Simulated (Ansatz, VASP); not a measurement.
## Ru in VASP and in Ansatz

```
Ru
1.0
     0.00000    1.87370    1.87370
     1.87370    0.00000    1.87370
     1.87370    1.87370    0.00000
Ru
1
Direct
  0.00000 0.00000 0.00000
```

Alike in both runs: task single point; functional LDA; k mesh 16 × 16 × 16; occupations fermi-dirac, width 0.1 eV; no spin polarisation.

|  | VASP | Ansatz |
| --- | --- | --- |
| version | VASP 6.6.1 | Ansatz 0.2.0 |
| potentials or method | VASP PAW LDA potentials, release 64 (Ru_pv), cutoff 520 eV | plane waves (420 eV) with PAW, scalar-relativistic |
| valence electrons in the cell | 14 | 16 |

|  | VASP | Ansatz | Ansatz less VASP |
| --- | --- | --- | --- |
| pressure (GPa) | 0.9 | -0.1 | -0.98 |

Ansatz warns that its potentials were made for another functional, while VASP's fit it. LDA's correlation is that of Perdew and Zunger in VASP and of Perdew and Wang (1992) in Ansatz. VASP's potentials hold 14 valence electrons a cell and Ansatz's 16, so a difference there can come from the potentials and not from the codes.
